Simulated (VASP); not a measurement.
Input of a VASP 6.6.1 run:

INCAR

```
SYSTEM = NaH
  ALGO = Normal
  EDIFF = 1E-7
  ENCUT = 520
  GGA = PE
  ISIF = 2
  ISMEAR = 0
  LASPH = .True.
  LCHARG = .False.
  LREAL = .False.
  LWAVE = .False.
  NBANDS = 11
  NELM = 60
  PREC = Accurate
  SIGMA = 0.01
```

File KPOINTS:

```
k-points
0
Gamma
  8 8 8
  0 0 0
```

Contents of POSCAR:

```
NaH
1.0
    0.0000000000      2.3975116427      2.3975116427
    2.3975116427      0.0000000000      2.3975116427
    2.3975116427      2.3975116427      0.0000000000
Na H
1 1
Direct
    0.0000000000      0.0000000000      0.0000000000
    0.5000000000      0.5000000000      0.5000000000
```

Potentials or basis: VASP PAW PBE potentials, release 64 (Na_pv, H).

Launch:

```bash
$ cat potpaw_PBE.64/Na_pv/POTCAR potpaw_PBE.64/H/POTCAR > POTCAR
$ mpirun -np 1 vasp_std > vasp.out
```

(1) Predict the pressure.

(2) What does it give for the band gap on the k mesh?

Results:

(1) 0.5 GPa.

(2) 3.80 eV (least direct gap 4.67 eV).
